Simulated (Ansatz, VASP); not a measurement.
**One calculation of Be, two programs**

INCAR

```
SYSTEM = Be
  PREC = Accurate
  ENCUT = 520
  EDIFF = 1E-6
  ISMEAR = -1
  SIGMA = 0.1
  LREAL = .False.
  LASPH = .True.
  NELM = 60
  ALGO = Normal
  ISIF = 2
  LWAVE = .False.
  LCHARG = .False.
  GGA = CA
  NBANDS = 12
```

The input KPOINTS:

```
Automatic mesh
0
Gamma
  18 18 5
  0 0 0
```

POSCAR

```
Be
1.0
    2.1258602249      0.0000000000      0.0000000000
   -1.0629301124      1.8410489596      0.0000000000
    0.0000000000      0.0000000000      6.7800134825
Be
4
Direct
    1.0000000000      0.0000000000      0.0000000000
    1.0000000000      0.0000000000      0.5000000000
    0.3333333333      0.6666666667      0.2500000000
    0.6666666667      0.3333333333      0.7500000000
```

Input for Ansatz:

```yaml
crystal:
  lattice:
    - [2.1258602249, 0.0, 0.0]
    - [-1.0629301124, 1.8410489596, 0.0]
    - [0.0, 0.0, 6.7800134825]
  atoms:
    - { symbol: Be, position: [1.0, 0.0, 0.0] }
    - { symbol: Be, position: [1.0, 0.0, 0.5] }
    - { symbol: Be, position: [0.3333333333, 0.6666666667, 0.25] }
    - { symbol: Be, position: [0.6666666667, 0.3333333333, 0.75] }
hamiltonian:
  xc: lda
  pseudopotentials:
    kind: paw
    azcp:
      Be: "pseudopotentials/Be.paw.azcp"
basis:
  ecutwfc: 420
  fft_grid_basis: typed
kpoints:
  mp_grid: { grid: [18, 18, 5], shift: [0, 0, 0] }
magnetization:
  spin_polarized: false
scf:
  occupations: { method: fermi_dirac, width: 0.1 }
  lower_state_search: "off"
output:
  stress: true
  write_density: true
  write_potential: true
  elf: true
  volumetric_format: npy
```

Alike in both runs: task single point; functional LDA; k mesh 18 × 18 × 5; occupations fermi-dirac, width 0.1 eV; no spin polarisation.

|  | VASP | Ansatz |
| --- | --- | --- |
| version | VASP 6.6.1 | Ansatz 0.2.0 |
| potentials or method | VASP PAW LDA potentials, release 64 (Be), cutoff 520 eV | plane waves (420 eV) with PAW, scalar-relativistic |
| valence electrons in the cell | 8 | 8 |

|  | VASP | Ansatz | Ansatz less VASP |
| --- | --- | --- | --- |
| pressure (GPa) | 21.3 | 20.7 | -0.64 |
| traceless stress, the component that is largest in VASP (GPa) | 2.40 | 2.40 | +0.001 |

Ansatz warns that its potentials were made for another functional, while VASP's fit it. LDA's correlation is that of Perdew and Zunger in VASP and of Perdew and Wang (1992) in Ansatz.
